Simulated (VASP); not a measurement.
# Rb (Im-3m) in VASP: further runs

The runs below take Rb through single point, with LDA.

All numbers are computed with VASP 6.6.1; they aren't measurements. Logs are shortened: lines on timing, memory, paths and dates and some standing lists are left out, and cuts for length are marked.

## 1. The cell of the first run

Symmetry: Im-3m, No. 229, cubic system. The conventional cell has a = 5.372 Å, b = 5.372 Å, c = 5.372 Å, α = 90.00°, β = 90.00°, γ = 90.00°.

## 2. Single point, LDA

Contents of INCAR:

```
PREC = Accurate ; ENCUT = 520
EDIFF = 1E-6 ; ISMEAR = -1
SIGMA = 0.1 ; LREAL = F
LASPH = T ; NELM = 60
ALGO = Normal ; ISIF = 2
LWAVE = F ; LCHARG = F
NBANDS = 10
```

Contents of KPOINTS:

```
regular mesh
0
Gamma
  9 9 9
```

Contents of POSCAR:

```
Rb
1.0
   -2.6859640533      2.6859640533      2.6859640533
    2.6859640533     -2.6859640533      2.6859640533
    2.6859640533      2.6859640533     -2.6859640533
Rb
1
Direct
    0.0000000000      0.0000000000      0.0000000000
```

Potentials or basis: VASP PAW LDA potentials, release 64 (Rb_sv).

On the command line:

```sh
$ cat potpaw_LDA.64/Rb_sv/POTCAR > POTCAR
$ mpirun -np 1 vasp_std > vasp.out
```

OUTCAR:

```text
PREC = Accurate
   ENCUT = 520
   EDIFF = 1E-6
   ISMEAR = -1
   LREAL = F
   LASPH = T
   NELM = 60
   ISIF = 2

 ion  position               nearest neighbor table
   1  0.000  0.000  0.000-

  LATTYP: Found a body centered cubic cell.
 ALAT       =     5.3719281066

  Lattice vectors:

 A1 = (  -2.6859640533,   2.6859640533,   2.6859640533)
 A2 = (   2.6859640533,  -2.6859640533,   2.6859640533)
 A3 = (   2.6859640533,   2.6859640533,  -2.6859640533)

Analysis of symmetry for initial positions (statically):
=====================================================================
 Subroutine PRICEL returns:
 Original cell was already a primitive cell.

 Routine SETGRP: Setting up the symmetry group for a
 body centered cubic supercell.

 Subroutine GETGRP returns: Found 48 space group operations
 (whereof 48 operations were pure point group operations)
 out of a pool of 48 trial point group operations.

The static configuration has the point symmetry O_h .

Analysis of symmetry for dynamics (positions and initial velocities):
=====================================================================
 Subroutine PRICEL returns:
 Original cell was already a primitive cell.

 Routine SETGRP: Setting up the symmetry group for a
 body centered cubic supercell.

 Subroutine GETGRP returns: Found 48 space group operations
 (whereof 48 operations were pure point group operations)
 out of a pool of 48 trial point group operations.

The dynamic configuration has the point symmetry O_h .

 Subroutine INISYM returns: Found 48 space group operations
 (whereof 48 operations are pure point group operations),
 and found     1 'primitive' translations

----------------------------------------------------------------------------------------

                                     Primitive cell

  volume of cell :      77.5105

  direct lattice vectors                    reciprocal lattice vectors
    -2.685964053  2.685964053  2.685964053     0.000000000  0.186152901  0.186152901
     2.685964053 -2.685964053  2.685964053     0.186152901  0.000000000  0.186152901
     2.685964053  2.685964053 -2.685964053     0.186152901  0.186152901  0.000000000

  length of vectors
     4.652226208  4.652226208  4.652226208     0.263259957  0.263259957  0.263259957

  position of ions in fractional coordinates (direct lattice)
     0.000000000  0.000000000  0.000000000
[... 77 lines left out ...]
   LREAL  =      F    real-space projection
   EDIFFG = 0.1E-04   stopping-criterion for IOM
   NSW    =      0    number of steps for IOM
   IBRION =     -1    ionic relax: 0-MD 1-quasi-New 2-CG
   NFREE  =      0    steps in history (QN), initial steepest desc. (CG)
   ISIF   =      2    stress and relaxation
   ISYM   =      2    0-nonsym 1-usesym 2-fastsym
   POTIM  = 0.5000    time-step for ionic-motion
   TEBEG  =    0.0;   TEEND  =   0.0 temperature during run
   PSTRESS=    0.0 pullay stress
   NELECT =       9.0000    total number of electrons
   NUPDOWN=      -1.0000    fix difference up-down
   EMIN   =  10.00;   EMAX   =-10.00  energy-range for DOS
   EFERMI =   0.00;   METHOD = LEGACY
   ISMEAR =    -1;   SIGMA  =   0.10  broadening in eV -4-tet -1-fermi 0-gaus
   EFERMI_NEDOS =   21; number of points for ismear=-14 and -15
   IALGO  =     38    algorithm
   IMIX   =      4    mixing-type and parameters
     AMIX     =   0.40;   BMIX     =  1.00
     AMIX_MAG =   1.60;   BMIX_MAG =  1.00
  volume/ion in A,a.u.               =      77.51       523.07
  Fermi-wavevector in a.u.,A,eV,Ry     =   0.798673  1.509272  8.678857  0.637878
  Thomas-Fermi vector in A             =   1.905629
   LORBIT       =      0    0 simple, 1 ext, 2 COOP (PROOUT), +10 PAW based schemes
   GGA     = CA    functional components
   LHFCALC =     F    Hartree Fock is set to
   AEXX    =    0.0000 exact exchange contribution
   IVDW    =     0    specifies the selected vdW correction
   LEPSILON=     F    determine dielectric tensor
   LRPA    =     F    only Hartree local field effects (RPA)
 non-spin polarized calculation
  energy-cutoff  :      520.00
  volume of cell :       77.51
 maximum number of plane-waves:      2102
   NGX = 17   NGY = 17   NGZ = 17

 number of electron       9.0000000 magnetization

 Free energy of the ion-electron system (eV)
  ---------------------------------------------------
  ext. energy  EPLUGINS =         0.00000000
  ---------------------------------------------------
  free energy    TOTEN  =        -1.07619174 eV

  energy without entropy =       -1.04948399  energy(sigma->0) =       -1.06283786

 E-fermi :   0.1618     XC(G=0):  -6.1025

 val. band max:        0.1255106102   @ k =  -0.3333   0.4444   0.1111
 cond. band min:       0.2766035192   @ k =  -0.4444   0.4444   0.1111
 fundamental gap:      0.1510929091
 Fermi energy:         0.1618431659

 k-point     1 :       0.0000    0.0000    0.0000
  band No.  band energies     occupation
      1     -28.5532      2.00000
      2     -12.6314      2.00000
      3     -12.6314      2.00000
      4     -12.6314      2.00000
      5      -2.0406      2.00000
      6       3.8837      0.00000
      7       3.8837      0.00000
      8       3.8837      0.00000
      9       4.9827      0.00000
     10       4.9827      0.00000
[... 287 lines left out ...]
 k-point    24 :      -0.4444   -0.4444    0.1111
  band No.  band energies     occupation
      1     -28.5421      2.00000
      2     -12.7844      2.00000
      3     -12.7123      2.00000
      4     -12.6583      2.00000
      5       0.7900      0.00373
      6       1.1812      0.00007
      7       2.5182      0.00000
      8       3.8916      0.00000
      9       5.1717      0.00000
     10       5.9095      0.00000

 [... further k-points ...]

------------------------ aborting loop because EDIFF is reached ----------------------------------------

  FORCE on cell =-STRESS in cart. coord.  units (eV):
  Direction    XX          YY          ZZ          XY          YZ          ZX
  --------------------------------------------------------------------------------------
  -------------------------------------------------------------------------------------
  Total       -0.0003301     -0.0003301     -0.0003301     -0.0000000     -0.0000000      0.0000000
  in kB       -0.0068243     -0.0068243     -0.0068243     -0.0000000     -0.0000000      0.0000000
  external PRESSURE =      -0.0068243 kB  Pullay stress =       0.0000000 kB

 VOLUME and BASIS-vectors are now :
 -----------------------------------------------------------------------------
  energy-cutoff  :      520.00
  volume of cell :       77.51
      direct lattice vectors                 reciprocal lattice vectors
    -2.685964053  2.685964053  2.685964053     0.000000000  0.186152901  0.186152901
     2.685964053 -2.685964053  2.685964053     0.186152901  0.000000000  0.186152901
     2.685964053  2.685964053 -2.685964053     0.186152901  0.186152901  0.000000000

 POSITION                                       TOTAL-FORCE (eV/Angst)
 -----------------------------------------------------------------------------------
      0.00000      0.00000      0.00000        -0.000000      0.000000      0.000000
 -----------------------------------------------------------------------------------
    total drift:                               -0.000000     -0.000000      0.000000

  FREE ENERGIE OF THE ION-ELECTRON SYSTEM (eV)
  ---------------------------------------------------
  free  energy   TOTEN  =        -1.0761917365 eV

  energy  without entropy=       -1.0494839925  energy(sigma->0) =       -1.06283786
```

OSZICAR:

```text
N       E                     dE             d eps       ncg     rms          rms(c)
DAV:   1     0.410167404990E+02    0.41017E+02   -0.34717E+03   700   0.683E+02
DAV:   2     0.132305490882E+01   -0.39694E+02   -0.38596E+02   790   0.125E+02
DAV:   3    -0.977435608996E+00   -0.23005E+01   -0.22910E+01   932   0.304E+01
DAV:   4    -0.107524404782E+01   -0.97808E-01   -0.97640E-01   932   0.538E+00
DAV:   5    -0.107791983493E+01   -0.26758E-02   -0.26757E-02   974   0.800E-01    0.148E+00
DAV:   6    -0.107652665440E+01    0.13932E-02   -0.29057E-03   932   0.287E-01    0.900E-01
DAV:   7    -0.107616968046E+01    0.35697E-03   -0.35286E-03   900   0.308E-01    0.610E-02
DAV:   8    -0.107618676847E+01   -0.17088E-04   -0.20798E-04   834   0.104E-01    0.146E-02
DAV:   9    -0.107619152533E+01   -0.47569E-05   -0.10416E-05   956   0.222E-02    0.532E-03
DAV:  10    -0.107619173647E+01   -0.21115E-06   -0.33422E-06   794   0.100E-02
   1 F= -.10761917E+01 E0= -.10628379E+01  d E =-.267077E-01
```

stdout:

```text
POSCAR found type information on POSCAR Rb
 POSCAR found :  1 types and       1 ions
 scaLAPACK will be used
 LDA part: xc-table for (Slater(with rela. corr.)+CA(PZ))
 , standard interpolation
 POSCAR, INCAR and KPOINTS ok, starting setup
 FFT: planning ... GRIDC
 FFT: planning ... GRID_SOFT
 FFT: planning ... GRID
 WAVECAR not read
 entering main loop
```

Wall time 31 s (1 thread of AMD EPYC 7R13, shared host); peak memory 0.14 GiB.

Results:

```
Free energy            : -1.0762 eV
Pressure               : 0.0 GPa
Band gap on the k mesh : zero (an odd number of electrons rules out a gap without spin polarisation)
```

## 3. Single point, LDA

Contents of INCAR:

```
SYSTEM = Rb
  ALGO = Normal
  EDIFF = 1E-6
  ENCUT = 520
  GGA = CA
  ISIF = 2
  ISMEAR = -1
  LASPH = .TRUE.
  LCHARG = .TRUE.
  LELF = .TRUE.
  LREAL = .FALSE.
  LVHAR = .TRUE.
  LWAVE = .FALSE.
  NBANDS = 10
  NELM = 80
  PREC = Accurate
  SIGMA = 0.1
```

Contents of KPOINTS:

```
k-points
0
G
  12 12 12
  0 0 0
```

POSCAR is that of step 2.

Potentials or basis: VASP PAW LDA potentials, release 64 (Rb_sv).

On the command line:

```sh
$ cat potpaw_LDA.64/Rb_sv/POTCAR > POTCAR
$ mpirun -np 1 vasp_std > vasp.out
```

Wall time 55 s (1 thread of AMD EPYC 7R13, shared host); peak memory 0.17 GiB.

Results (log left out):

```
Free energy            : -1.0743 eV
Pressure               : 0.0 GPa
Band gap on the k mesh : zero (an odd number of electrons rules out a gap without spin polarisation)
```

Levels at points of the mesh, in eV from the Fermi level:
```tsv
k point	band 1	band 2	band 3	band 4	band 5	band 6	band 7	band 8	band 9
(0.00, 0.00, 0.00)	-28.71	-12.79	-12.79	-12.79	-2.20	3.73	3.73	3.73	4.83
(0.50, 0.00, 0.00)	-28.70	-12.96	-12.84	-12.79	0.16	0.98	2.55	4.50	5.48
(0.50, 0.50, 0.50)	-28.69	-12.91	-12.91	-12.91	1.16	1.16	3.70	3.70	3.70
```
